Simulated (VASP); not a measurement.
Write the native input for VASP 6.6.1 that does the following.

- Task: relaxation of cell and atoms
- Functional: PBE
- Potentials or basis: VASP PAW PBE potentials, release 64 (W_sv, Si)
- Cutoff: 600 eV
- k mesh: 14 × 14 × 14
- Occupations: fermi-dirac, width 0.05 eV
- Spin: no spin polarisation
- Dipole correction: no
- Further INCAR settings: ALGO = Normal; EDIFF = 1e-06; IBRION = 2; EDIFFG = -0.005; NSW = 100; ISIF = 3

The structure of SiW (rocksalt type) lies in POSCAR:

```
SiW
1.0
    0.0000000000      2.5369349956      2.5369349956
    2.5369349956      0.0000000000      2.5369349956
    2.5369349956      2.5369349956      0.0000000000
W Si
1 1
Direct
    0.0000000000      0.0000000000      0.0000000000
    0.5000000000      0.5000000000      0.5000000000
```

The input as run:

INCAR

```
SYSTEM = SiW
PREC = Accurate
ENCUT = 600
EDIFF = 1E-6
ISMEAR = -1
SIGMA = 0.05
LREAL = .FALSE.
LASPH = .TRUE.
NELM = 100
ALGO = Normal
ISIF = 3
LWAVE = .FALSE.
LCHARG = .FALSE.
GGA = PE
IBRION = 2
NSW = 100
EDIFFG = -0.005
```

KPOINTS

```
regular mesh
0
G
  14 14 14
  0 0 0
```

Potentials or basis: VASP PAW PBE potentials, release 64 (W_sv, Si).

Command:

```console
$ cat potpaw_PBE.64/W_sv/POTCAR potpaw_PBE.64/Si/POTCAR > POTCAR
$ mpirun -np 1 vasp_std > vasp.out
```

It gave:

```yaml
Relaxed_volume: 15.88 Å³/atom
Relaxed_cell: a = 3.555 Å, b = 3.555 Å, c = 3.555 Å, α = 60.00°, β = 60.00°, γ = 60.00°
Space_group_after_relaxing_to_0.1_Å: Fm-3m (No. 225)
Energy_gained_by_relaxing: 7.2 meV/atom
Ionic_steps: 3
Pressure_after_relaxing: 0.0 GPa
Band_gap_on_the_k_mesh: zero (bands 9 and 10 overlap by 2.32 eV)
```

Caveat: spin-orbit coupling is left out, which moves the levels of the heavy elements.

It took 3.1 min on 1 thread of Intel Xeon 8259CL, with other jobs on the host, peak memory 0.22 GiB.
